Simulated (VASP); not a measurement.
# Ni (Fm-3m) in VASP: a series of runs

Ni is run at these levels: PBE; tasks: single point.

Everything below comes from runs of VASP 6.6.1. Logs are shortened: lines on timing, memory, paths and dates and some standing lists are left out, and cuts for length are marked.

### 1 The cell of the first run

It takes space group Fm-3m (No. 225, cubic). The conventional cell has a = 3.446 Å, b = 3.446 Å, c = 3.446 Å, α = 90.00°, β = 90.00°, γ = 90.00°. Ni (site symmetry m-3m) has 12 Ni at 2.44 Å within 3.2 Å.

### 2 Single point, PBE, collinear spin, ferromagnetic start

File INCAR:

```
ALGO = Normal ; EDIFF = 1E-6
ENCUT = 520 ; GGA = PE
ISIF = 2 ; ISMEAR = 0
ISPIN = 2 ; LASPH = T
LCHARG = F ; LMAXMIX = 4
LORBIT = 11 ; LREAL = F
LWAVE = F ; MAGMOM = 1
NBANDS = 15 ; NELM = 150
NUPDOWN = 1.0 ; PREC = Accurate
SIGMA = 0.15
```

File KPOINTS:

```
k-points
0
Gamma
  24 24 24
```

File POSCAR:

```
Ni
1.0
    0.0000000000      1.7232110558      1.7232110558
    1.7232110558      0.0000000000      1.7232110558
    1.7232110558      1.7232110558      0.0000000000
Ni
1
Direct
    0.0000000000      0.0000000000      0.0000000000
```

Potentials or basis: VASP PAW PBE potentials, release 64 (Ni).

Command:

```sh
$ cat potpaw_PBE.64/Ni/POTCAR > POTCAR
$ mpirun -np 1 vasp_std > vasp.out
```

OUTCAR:

```text
EDIFF = 1E-6
   ENCUT = 520
   GGA = PE
   ISIF = 2
   ISMEAR = 0
   ISPIN = 2
   LASPH = T
   LORBIT = 11
   LREAL = F
   NELM = 150
   NUPDOWN = 1.0
   PREC = Accurate

 ion  position               nearest neighbor table
   1  0.000  0.000  0.000-

  LATTYP: Found a face centered cubic cell.
 ALAT       =     3.4464221116

  Lattice vectors:

 A1 = (   0.0000000000,   1.7232110558,   1.7232110558)
 A2 = (   1.7232110558,   0.0000000000,   1.7232110558)
 A3 = (   1.7232110558,   1.7232110558,   0.0000000000)

Analysis of symmetry for initial positions (statically):
=====================================================================
 Subroutine PRICEL returns:
 Original cell was already a primitive cell.

 Routine SETGRP: Setting up the symmetry group for a
 face centered cubic supercell.

 Subroutine GETGRP returns: Found 48 space group operations
 (whereof 48 operations were pure point group operations)
 out of a pool of 48 trial point group operations.

The static configuration has the point symmetry O_h .

Analysis of symmetry for dynamics (positions and initial velocities):
=====================================================================
 Subroutine PRICEL returns:
 Original cell was already a primitive cell.

 Routine SETGRP: Setting up the symmetry group for a
 face centered cubic supercell.

 Subroutine GETGRP returns: Found 48 space group operations
 (whereof 48 operations were pure point group operations)
 out of a pool of 48 trial point group operations.

The dynamic configuration has the point symmetry O_h .

Analysis of structural, dynamic, and magnetic symmetry:
=====================================================================
 Subroutine PRICEL returns:
 Original cell was already a primitive cell.

 Routine SETGRP: Setting up the symmetry group for a
 face centered cubic supercell.

 Subroutine GETGRP returns: Found 48 space group operations
 (whereof 48 operations were pure point group operations)
 out of a pool of 48 trial point group operations.

The overall configuration has the point symmetry O_h .

 Subroutine INISYM returns: Found 48 space group operations
 (whereof 48 operations are pure point group operations),
 and found     1 'primitive' translations

----------------------------------------------------------------------------------------

                                     Primitive cell

  volume of cell :      10.2340

  direct lattice vectors                    reciprocal lattice vectors
     0.000000000  1.723211056  1.723211056    -0.290155984  0.290155984  0.290155984
     1.723211056  0.000000000  1.723211056     0.290155984 -0.290155984  0.290155984
     1.723211056  1.723211056  0.000000000     0.290155984  0.290155984 -0.290155984

  length of vectors
     2.436988446  2.436988446  2.436988446     0.502564907  0.502564907  0.502564907

  position of ions in fractional coordinates (direct lattice)
     0.000000000  0.000000000  0.000000000

  ion indices of the primitive-cell ions
   primitive index   ion index
                 1           1

----------------------------------------------------------------------------------------

 KPOINTS: k-points

Automatic generation of k-mesh.
 Grid dimensions read from file:
 generate k-points for:   24   24   24

 Generating k-lattice:

  Cartesian coordinates                     Fractional coordinates (reciprocal lattice)
    -0.012089833  0.012089833  0.012089833     0.041666667  0.000000000  0.000000000
     0.012089833 -0.012089833  0.012089833     0.000000000  0.041666667  0.000000000
     0.012089833  0.012089833 -0.012089833     0.000000000  0.000000000  0.041666667

  Length of vectors
     0.020940204  0.020940204  0.020940204

  Shift w.r.t. Gamma in fractional coordinates (k-lattice)
     0.000000000  0.000000000  0.000000000

 Subroutine IBZKPT returns following result:
 ===========================================

 Found    413 irreducible k-points:

 Following reciprocal coordinates:
            Coordinates               Weight
  0.000000  0.000000  0.000000      1.000000
  0.041667  0.000000  0.000000      8.000000
  0.083333  0.000000  0.000000      8.000000
  0.125000  0.000000  0.000000      8.000000
  0.166667  0.000000  0.000000      8.000000
  0.208333  0.000000  0.000000      8.000000
[... 16 lines left out ...]
  0.416667  0.041667  0.000000     24.000000
  0.458333  0.041667  0.000000     24.000000
 [... further k-points ...]
   k-points           NKPTS =    413   k-points in BZ     NKDIM =    413   number of bands    NBANDS=     15
   number of dos      NEDOS =    301   number of ions     NIONS =      1
   total plane-waves  NPLWV =   5832
   dimension x,y,z NGX =    18 NGY =   18 NGZ =   18
   dimension x,y,z NGXF=    36 NGYF=   36 NGZF=   36
   ions per type =               1
   NGX,Y,Z   is equivalent  to a cutoff of  12.28, 12.28, 12.28 a.u.
   NGXF,Y,Z  is equivalent  to a cutoff of  24.56, 24.56, 24.56 a.u.
 SYSTEM =  unknown system
   PREC   = accura    normal or accurate (medium, high low for compatibility)
   ISTART =      0    job   : 0-new  1-cont  2-samecut
   ICHARG =      2    charge: 1-file 2-atom 10-const
   ISPIN  =      2    spin polarized calculation?
   LNONCOLLINEAR =      F non collinear calculations
   LSORBIT =      F    spin-orbit coupling
   LASPH  =      T    aspherical Exc in radial PAW
   ENCUT  =  520.0 eV  38.22 Ry    6.18 a.u.   4.53  4.53  4.53*2*pi/ulx,y,z
   NELM   =    150;   NELMIN=  2; NELMDL= -5     # of ELM steps
   EDIFF  = 0.1E-05   stopping-criterion for ELM
   LREAL  =      F    real-space projection
   EDIFFG = 0.1E-04   stopping-criterion for IOM
   NSW    =      0    number of steps for IOM
   IBRION =     -1    ionic relax: 0-MD 1-quasi-New 2-CG
   NFREE  =      0    steps in history (QN), initial steepest desc. (CG)
   ISIF   =      2    stress and relaxation
   ISYM   =      2    0-nonsym 1-usesym 2-fastsym
   POTIM  = 0.5000    time-step for ionic-motion
   TEBEG  =    0.0;   TEEND  =   0.0 temperature during run
   PSTRESS=    0.0 pullay stress
   NELECT =      10.0000    total number of electrons
   NUPDOWN=       1.0000    fix difference up-down
   EMIN   =  10.00;   EMAX   =-10.00  energy-range for DOS
   EFERMI =   0.00;   METHOD = LEGACY
   ISMEAR =     0;   SIGMA  =   0.15  broadening in eV -4-tet -1-fermi 0-gaus
   EFERMI_NEDOS =   21; number of points for ismear=-14 and -15
   IALGO  =     38    algorithm
   IMIX   =      4    mixing-type and parameters
     AMIX     =   0.40;   BMIX     =  1.00
     AMIX_MAG =   1.60;   BMIX_MAG =  1.00
  volume/ion in A,a.u.               =      10.23        69.06
  Fermi-wavevector in a.u.,A,eV,Ry     =   1.624525  3.069907 35.906877  2.639081
  Thomas-Fermi vector in A             =   2.717797
   LORBIT       =     11    0 simple, 1 ext, 2 COOP (PROOUT), +10 PAW based schemes
   GGA     = PE    functional components
   LHFCALC =     F    Hartree Fock is set to
   AEXX    =    0.0000 exact exchange contribution
   IVDW    =     0    specifies the selected vdW correction
   LEPSILON=     F    determine dielectric tensor
   LRPA    =     F    only Hartree local field effects (RPA)
 spin polarized calculation
 Gauss-broadening in eV      SIGMA  =   0.15
  energy-cutoff  :      520.00
  volume of cell :       10.23
 maximum number of plane-waves:       290
   NGX =  9   NGY =  9   NGZ =  9

 number of electron      10.0000000 magnetization       1.0000000

 number of electron       9.9999990 magnetization       0.9999998

 Free energy of the ion-electron system (eV)
  ---------------------------------------------------
  ext. energy  EPLUGINS =         0.00000000
  ---------------------------------------------------
  free energy    TOTEN  =        -5.34015370 eV

  energy without entropy =       -5.32580068  energy(sigma->0) =       -5.33297719

 E-fermi :  10.1488     XC(G=0): -13.6398

 val. band max:       11.3437503859   @ k =   0.5000   0.3333   0.1667
 cond. band min:      10.1514261617   @ k =   0.4583   0.3750   0.0000
 fundamental gap:     -1.1923242242
 Fermi energy:        11.3559060310

 spin component 1

 k-point     1 :       0.0000    0.0000    0.0000
  band No.  band energies     occupation
      1       0.7528      1.00000
      2       7.3690      1.00000
      3       7.3690      1.00000
      4       7.3690      1.00000
      5       8.6318      1.00000
      6       8.6318      1.00000
      7      34.4606      0.00000
      8      38.7802      0.00000
      9      38.7802      0.00000
     10      38.7802      0.00000
     11      41.8934      0.00000
     12      41.8934      0.00000
     13      41.8934      0.00000
     14      44.7590      0.00000
     15      51.7345      0.00000
[... 397 lines left out ...]
 k-point    24 :       0.4583    0.0417    0.0000
  band No.  band energies     occupation
      1       4.8771      1.00000
      2       7.3731      1.00000
      3       7.4355      1.00000
      4       8.7239      1.00000
      5       9.3271      1.00000
      6       9.8641      1.00000
      7      16.9774      0.00000
      8      32.7384      0.00000
      9      34.9676      0.00000
     10      35.7311      0.00000
     11      39.3810      0.00000
     12      39.9388      0.00000
     13      45.6660      0.00000
     14      54.6316      0.00000
     15      56.2133      0.00000

 [... further k-points ...]

 spin component 2

 k-point     1 :       0.0000    0.0000    0.0000
  band No.  band energies     occupation
      1       0.8662      1.00000
      2       8.4581      1.00000
      3       8.4581      1.00000
      4       8.4581      1.00000
      5       9.5664      1.00000
      6       9.5664      1.00000
      7      34.4276      0.00000
      8      38.9110      0.00000
      9      38.9111      0.00000
     10      38.9111      0.00000
     11      42.1832      0.00000
     12      42.1832      0.00000
     13      42.1832      0.00000
     14      44.8017      0.00000
     15      52.1379      0.00000
[... 397 lines left out ...]
 k-point    24 :       0.4583    0.0417    0.0000
  band No.  band energies     occupation
      1       5.5300      1.00000
      2       8.3067      1.00000
      3       8.3867      1.00000
      4       9.2556      1.00000
      5      10.4441      0.00268
      6      10.6594      0.00000
      7      17.5870      0.00000
      8      32.7629      0.00000
      9      35.2197      0.00000
     10      35.9829      0.00000
     11      39.5932      0.00000
     12      40.1612      0.00000
     13      45.9889      0.00000
     14      55.6529      0.00000
     15      57.4806      0.00000

 [... further k-points ...]

------------------------ aborting loop because EDIFF is reached ----------------------------------------

  FORCE on cell =-STRESS in cart. coord.  units (eV):
  Direction    XX          YY          ZZ          XY          YZ          ZX
  --------------------------------------------------------------------------------------
  -------------------------------------------------------------------------------------
  Total        1.1695382      1.1695382      1.1695382      0.0000000      0.0000000      0.0000000
  in kB      183.0963002    183.0963002    183.0963002      0.0000000      0.0000000      0.0000000
  external PRESSURE =     183.0963002 kB  Pullay stress =       0.0000000 kB

 VOLUME and BASIS-vectors are now :
 -----------------------------------------------------------------------------
  energy-cutoff  :      520.00
  volume of cell :       10.23
      direct lattice vectors                 reciprocal lattice vectors
     0.000000000  1.723211056  1.723211056    -0.290155984  0.290155984  0.290155984
     1.723211056  0.000000000  1.723211056     0.290155984 -0.290155984  0.290155984
     1.723211056  1.723211056  0.000000000     0.290155984  0.290155984 -0.290155984

 POSITION                                       TOTAL-FORCE (eV/Angst)
 -----------------------------------------------------------------------------------
      0.00000      0.00000      0.00000         0.000000      0.000000      0.000000
 -----------------------------------------------------------------------------------
    total drift:                                0.000000     -0.000000      0.000000

  FREE ENERGIE OF THE ION-ELECTRON SYSTEM (eV)
  ---------------------------------------------------
  free  energy   TOTEN  =        -5.3401537046 eV

  energy  without entropy=       -5.3258006771  energy(sigma->0) =       -5.33297719

 total charge

# of ion       s       p       d       tot
------------------------------------------
    1        0.539   0.583   8.294   9.415

 magnetization (x)

# of ion       s       p       d       tot
------------------------------------------
    1        0.010   0.010   0.971   0.990
```

Wall time 60 s (1 thread of AMD EPYC 9R45 (Zen 5), shared host); peak memory 0.17 GiB.

Results:

```yaml
Free_energy: -5.3402 eV
Pressure: 18.3 GPa
Net_moment: 1.00 μB per cell
Site_moments: Ni +0.99 μB
Valence_electrons_inside_the_program's_atomic_spheres: Ni 9.41
```

Caveat: the total moment is fixed, so each spin has its own Fermi level.

### 3 Single point, PBE, collinear spin, ferromagnetic start

This run uses another cell than the first one, of 11.54 Å³/atom, 1.128 times its volume.

File INCAR:

```
SYSTEM = Ni
PREC = Accurate
ENCUT = 520
EDIFF = 1E-7
ISMEAR = 0
SIGMA = 0.15
LREAL = .FALSE.
LASPH = .TRUE.
NELM = 150
ALGO = Normal
ISIF = 2
LWAVE = .FALSE.
LCHARG = .FALSE.
ISPIN = 2
MAGMOM = 0.75
LORBIT = 11
NUPDOWN = 0.75
LMAXMIX = 4
GGA = PE
NBANDS = 15
```

File KPOINTS:

```
regular mesh
0
G
  24 24 24
  0 0 0
```

File POSCAR:

```
Ni
1.0
    0.0000000000      1.7936504678      1.7936504678
    1.7936504678      0.0000000000      1.7936504678
    1.7936504678      1.7936504678      0.0000000000
Ni
1
Direct
    0.0000000000      0.0000000000      0.0000000000
```

Potentials or basis: VASP PAW PBE potentials, release 64 (Ni).

Command:

```sh
$ cat potpaw_PBE.64/Ni/POTCAR > POTCAR
$ mpirun -np 1 vasp_std > vasp.out
```

Run time: 2 min. Hardware: 1 thread of Intel Xeon Platinum 8259CL at 2.50GHz (Skylake/Cascade Lake), shared host; peak memory 0.22 GiB.

It converged, with:

| Item | Value |
| --- | --- |
| Free energy | -5.4519 eV |
| Pressure | -9.2 GPa |
| Net moment | 0.75 μB per cell |
| Site moments | Ni +0.76 μB |
| Valence electrons inside the program's atomic spheres | Ni 9.21 |

Caveat: the total moment is fixed, so each spin has its own Fermi level.

### 4 Single point, PBE, collinear spin, ferromagnetic start

This run uses another cell than the first one, of 11.54 Å³/atom, 1.128 times its volume.

File INCAR:

```
ALGO = Normal
EDIFF = 1E-7
ENCUT = 520
GGA = PE
ISIF = 2
ISMEAR = 0
ISPIN = 2
LASPH = True
LCHARG = True
LELF = True
LMAXMIX = 4
LORBIT = 11
LREAL = False
LVHAR = True
LWAVE = False
MAGMOM = 1
NBANDS = 15
NELM = 150
NUPDOWN = 1.0
PREC = Accurate
SIGMA = 0.15
```

File KPOINTS:

```
k-points
0
Gamma
  24 24 24
```

POSCAR is that of step 3.

Command:

```sh
$ cat potpaw_PBE.64/Ni/POTCAR > POTCAR
$ mpirun -np 1 vasp_std > vasp.out
```

Wall time 2.1 min (1 thread of Intel Xeon Platinum 8259CL at 2.50GHz (Skylake/Cascade Lake), shared host); peak memory 0.22 GiB.

It converged, with:

```yaml
Free_energy: -5.3738 eV
Pressure: -7.0 GPa
Net_moment: 1.00 μB per cell
Site_moments: Ni +1.00 μB
Valence_electrons_inside_the_program's_atomic_spheres: Ni 9.20
```

Caveat: the total moment is fixed, so each spin has its own Fermi level.

### 5 Overview

| fixed moment (μB) | cell | pressure (GPa) | moment (μB) |
| --- | --- | --- | --- |
| 1.0 | a = 2.437 Å, angles 60.0°, 1 atom | 18.3 | 1.00 |
| 0.75 | a = 2.537 Å, angles 60.0°, 1 atom | -9.2 | 0.75 |
| 1.0 | a = 2.537 Å, angles 60.0°, 1 atom | -7.0 | 1.00 |

Alike in all rows: task single point; level PBE; potentials or basis VASP PAW PBE potentials, release 64 (Ni); spin collinear, ferromagnetic start; k mesh 24 × 24 × 24; cutoff (eV) 520; smearing gaussian 0.15 eV.

Caveats: the total moment is fixed, so each spin has its own Fermi level.

Absolute energies hang on the potentials; compare differences alone.
